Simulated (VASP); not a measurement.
# C (C2/m) in VASP: a series of runs, part 2 of 2

VASP 6.6.1. The steps go on from the part before.

## (3) Single point, PBEsol (atom 1 (C) moved by (+0.000, -0.600) A along [1 1 0] and z)

INCAR

```
SYSTEM = C
PREC = Accurate
ENCUT = 520
EDIFF = 1E-6
ISMEAR = 0
SIGMA = 0.05
LREAL = .False.
LASPH = .True.
NELM = 60
ALGO = Normal
ISIF = 2
LWAVE = .False.
LCHARG = .False.
GGA = PS
NBANDS = 11
```

KPOINTS

```
regular mesh
0
Gamma
  14 14 14
  0 0 0
```

POSCAR

```
C
1.0
    0.0000000000      2.1270000000      3.3480000000
    1.2280000000      0.0000000000      3.3480000000
    1.2280000000      2.1270000000      0.0000000000
C
2
Direct
    0.0770642652      0.7437242652      0.2562757348
    0.8333300000      0.1666700000      0.8333300000
```

Potentials or basis: VASP PAW PBE potentials, release 64 (C).

Started as:

```console
$ cat potpaw_PBE.64/C/POTCAR > POTCAR
$ mpirun -np 1 vasp_std > vasp.out
```

OUTCAR:

```text
SYSTEM = C
   PREC = Accurate
   ENCUT = 520
   EDIFF = 1E-6
   ISMEAR = 0
   LREAL = .False.
   LASPH = .True.
   NELM = 60
   ISIF = 2
   GGA = PS

 ion  position               nearest neighbor table
   1  0.077  0.744  0.256-   2 1.54   2 1.54   2 1.54
   2  0.833  0.167  0.833-   1 1.54   1 1.54   1 1.54

  LATTYP: Found a face centered orthorhombic cell.
 ALAT       =     2.4560000000
 B/A-ratio  =     1.7320846906
 C/A-ratio  =     2.7263843648

  Lattice vectors:

 A1 = (   0.0000000000,   2.1270000000,   3.3480000000)
 A2 = (   1.2280000000,   0.0000000000,   3.3480000000)
 A3 = (   1.2280000000,   2.1270000000,   0.0000000000)

Analysis of symmetry for initial positions (statically):
=====================================================================
 Subroutine PRICEL returns:
 Original cell was already a primitive cell.

 Routine SETGRP: Setting up the symmetry group for a
 face centered orthorhombic supercell.

 Subroutine GETGRP returns: Found  4 space group operations
 (whereof  2 operations were pure point group operations)
 out of a pool of  8 trial point group operations.

The static configuration has the point symmetry C_1h.
 The point group associated with its full space group is C_2h.

Analysis of symmetry for dynamics (positions and initial velocities):
=====================================================================
 Subroutine PRICEL returns:
 Original cell was already a primitive cell.

 Routine SETGRP: Setting up the symmetry group for a
 face centered orthorhombic supercell.

 Subroutine GETGRP returns: Found  4 space group operations
 (whereof  2 operations were pure point group operations)
 out of a pool of  8 trial point group operations.

The dynamic configuration has the point symmetry C_1h.
 The point group associated with its full space group is C_2h.
[... 116 lines left out ...]
   IALGO  =     38    algorithm
   IMIX   =      4    mixing-type and parameters
     AMIX     =   0.40;   BMIX     =  1.00
     AMIX_MAG =   1.60;   BMIX_MAG =  1.00
  volume/ion in A,a.u.               =       8.74        59.01
  Fermi-wavevector in a.u.,A,eV,Ry     =   1.261376  2.383654 21.647797  1.591068
  Thomas-Fermi vector in A             =   2.394838
   LORBIT       =      0    0 simple, 1 ext, 2 COOP (PROOUT), +10 PAW based schemes
   GGA     = PS    functional components
   LHFCALC =     F    Hartree Fock is set to
   AEXX    =    0.0000 exact exchange contribution
   IVDW    =     0    specifies the selected vdW correction
   LEPSILON=     F    determine dielectric tensor
   LRPA    =     F    only Hartree local field effects (RPA)
 non-spin polarized calculation
 Gauss-broadening in eV      SIGMA  =   0.05
  energy-cutoff  :      520.00
  volume of cell :       17.49
 maximum number of plane-waves:       499
 NGX is ok and might be reduce to    30
   NGX = 15   NGY = 13   NGZ =  9

 number of electron       8.0000000 magnetization

 Free energy of the ion-electron system (eV)
  ---------------------------------------------------
  ext. energy  EPLUGINS =         0.00000000
  ---------------------------------------------------
  free energy    TOTEN  =       -16.31386279 eV

  energy without entropy =      -16.31326181  energy(sigma->0) =      -16.31356230

 E-fermi :   4.0958     XC(G=0): -11.0133

 val. band max:        4.0936086613   @ k =   0.2143   0.1429   0.0714
 cond. band min:       4.1015252573   @ k =   0.0000  -0.0714   0.0714
 fundamental gap:      0.0079165960
 Fermi energy:         4.0957576544

 k-point     1 :       0.0000    0.0000    0.0000
  band No.  band energies     occupation
      1     -14.1278      2.00000
      2      -0.9500      2.00000
      3       4.0827      1.28779
      4       4.3177      0.00000
      5       4.3721      0.00000
      6      12.7974      0.00000
      7      12.8319      0.00000
      8      16.9228      0.00000
      9      19.5311      0.00000
     10      27.5231      0.00000
     11      29.2551      0.00000
[... 309 lines left out ...]
 k-point    24 :      -0.0714   -0.0714    0.2857
  band No.  band energies     occupation
      1     -11.9325      2.00000
      2      -1.8374      2.00000
      3      -0.4940      2.00000
      4       1.9192      2.00000
      5       7.0827      0.00000
      6      12.1111      0.00000
      7      14.7964      0.00000
      8      16.0038      0.00000
      9      20.8727      0.00000
     10      23.2112      0.00000
     11      26.8193      0.00000

 [... further k-points ...]
[... 5 lines left out ...]
  --------------------------------------------------------------------------------------
  -------------------------------------------------------------------------------------
  Total        0.7970511      0.6315444     -6.6170186      0.0000000      0.3192348      0.0000000
  in kB       73.0155660     57.8539679   -606.1660835      0.0000000     29.2441867      0.0000000
  external PRESSURE =    -158.4321832 kB  Pullay stress =       0.0000000 kB

 VOLUME and BASIS-vectors are now :
 -----------------------------------------------------------------------------
  energy-cutoff  :      520.00
  volume of cell :       17.49
      direct lattice vectors                 reciprocal lattice vectors
     0.000000000  2.127000000  3.348000000    -0.407166124  0.235072873  0.149342891
     1.228000000  0.000000000  3.348000000     0.407166124 -0.235072873  0.149342891
     1.228000000  2.127000000  0.000000000     0.407166124  0.235072873 -0.149342891

 POSITION                                       TOTAL-FORCE (eV/Angst)
 -----------------------------------------------------------------------------------
      1.22800      0.70901      2.74800         0.000000      0.235731      9.385839
      1.22800      3.54499      3.34800         0.000000     -0.235731     -9.385839
 -----------------------------------------------------------------------------------
    total drift:                               -0.000001     -0.000000      0.000003

  FREE ENERGIE OF THE ION-ELECTRON SYSTEM (eV)
  ---------------------------------------------------
  free  energy   TOTEN  =       -16.3138627941 eV

  energy  without entropy=      -16.3132618137  energy(sigma->0) =      -16.31356230
```

OSZICAR:

```text
N       E                     dE             d eps       ncg     rms          rms(c)
DAV:   1     0.181866903376E+01    0.18187E+01   -0.41292E+03 16547   0.653E+02
DAV:   2    -0.165748563821E+02   -0.18394E+02   -0.17575E+02 21533   0.114E+02
DAV:   3    -0.170239405518E+02   -0.44908E+00   -0.44809E+00 20330   0.146E+01
DAV:   4    -0.170253201756E+02   -0.13796E-02   -0.13795E-02 18243   0.102E+00
DAV:   5    -0.170253244713E+02   -0.42957E-05   -0.42956E-05 20219   0.537E-02    0.499E+00
DAV:   6    -0.164742695394E+02    0.55105E+00   -0.46057E-01 18438   0.389E+00    0.285E+00
DAV:   7    -0.163151943320E+02    0.15908E+00   -0.52397E-01 19294   0.421E+00    0.677E-01
DAV:   8    -0.163167481045E+02   -0.15538E-02   -0.45576E-02 18168   0.127E+00    0.351E-01
DAV:   9    -0.163138497842E+02    0.28983E-02   -0.64868E-03 18762   0.465E-01    0.480E-02
DAV:  10    -0.163138534874E+02   -0.37032E-05   -0.17442E-04 20254   0.101E-01    0.190E-02
DAV:  11    -0.163138634320E+02   -0.99446E-05   -0.17887E-05 18498   0.290E-02    0.748E-03
DAV:  12    -0.163138627941E+02    0.63793E-06   -0.13223E-06 18529   0.816E-03
   1 F= -.16313863E+02 E0= -.16313562E+02  d E =-.600980E-03
```

It took 94 s on 1 thread of AMD EPYC 9R45 (Zen 5), shared host; peak memory 0.2 GiB.

Results:

| Item | Value |
| --- | --- |
| Free energy | -16.3139 eV |
| Pressure | -15.8 GPa |
| Largest force | 9.389 eV/Å |
| Band gap on the k mesh | zero (bands 4 and 5 overlap by 0.79 eV) |

Forces on the atoms (eV/Å):
```
C    0.000  0.236  9.386
C    0.000 -0.236 -9.386
```

Caveat: the cell differs from its parent crystal (atom 1 (C) moved by (+0.000, -0.600) A along [1 1 0] and z); the stress differs along the axes, from -61 to 7 GPa; this functional lacks dispersion, which binds layers or chains, so the pressure and a relaxed spacing across them are unreliable; the PAW data sets were made with another functional, which shifts forces and pressure a little.

## (4) Single point, PBEsol (atom 1 (C) moved by (+0.600, +0.000) A along [1 1 0] and z)

INCAR

```
SYSTEM = C
  PREC = Accurate
  ENCUT = 520
  EDIFF = 1E-7
  ISMEAR = 0
  SIGMA = 0.05
  LREAL = .False.
  LASPH = .True.
  NELM = 80
  ALGO = Normal
  ISIF = 2
  LWAVE = .False.
  LCHARG = .False.
  GGA = PS
  NBANDS = 11
```

KPOINTS is that of step 3.

POSCAR, as its differences from that of step 3:

```diff
@@ -8,3 +8,3 @@
 Direct
-    0.0770642652      0.7437242652      0.2562757348
+    0.0936570171      0.9063429829      0.4391489297
     0.8333300000      0.1666700000      0.8333300000
```

Started as:

```console
$ cat potpaw_PBE.64/C/POTCAR > POTCAR
$ mpirun -np 1 vasp_std > vasp.out
```

Wall time 1.8 min (1 thread of AMD EPYC 9R45 (Zen 5), shared host); peak memory 0.2 GiB.

Results (log left out):

```
Free energy   : 0.2171 eV
Pressure      : 291.8 GPa
Largest force : 117.415 eV/Å
```

Forces on the atoms (eV/Å):
```
C   -111.501  -36.795    0.000
C    111.501   36.795    0.000
```

Stress tensor (GPa, compression positive):
```
730.41 278.84   0.00
278.84 143.84   0.00
  0.00   0.00   1.17
```

Caveat: the cell differs from its parent crystal (atom 1 (C) moved by (+0.600, +0.000) A along [1 1 0] and z); atoms lie so close that the PAW spheres overlap strongly, which falsifies energies and pressures; the stress differs along the axes, from 1 to 730 GPa; this functional lacks dispersion, which binds layers or chains, so the pressure and a relaxed spacing across them are unreliable; the PAW data sets were made with another functional, which shifts forces and pressure a little.

## (5) Overview

| cell | gap on the mesh (eV) | pressure (GPa) | largest force (eV/Å) |
| --- | --- | --- | --- |
| as given, atomic positions A | none | 98.1 | 23.10 |
| as given, atomic positions B | none | -15.8 | 9.39 |
| as given, atomic positions C | - | 291.8 | 117.42 |

Alike in all rows: task single point; level PBEsol; potentials or basis VASP PAW PBE potentials, release 64 (C); no spin polarisation; k mesh 14 × 14 × 14; cutoff (eV) 520; smearing gaussian 0.05 eV.

Caveats: the PAW data sets were made with another functional, which shifts forces and pressure a little; this functional lacks dispersion, which binds layers or chains, so the pressure and a relaxed spacing across them are unreliable (at least some runs); the stress differs along the axes, from 1 to 198 GPa (at least some runs); the stress differs along the axes, from -61 to 7 GPa (at least some runs); atoms lie so close that the PAW spheres overlap strongly, which falsifies energies and pressures (at least some runs); the stress differs along the axes, from 1 to 730 GPa (at least some runs).

Absolute energies hang on the potentials; compare differences alone.

The gap in the log of VASP goes by the Fermi energy; the results here count the filled bands.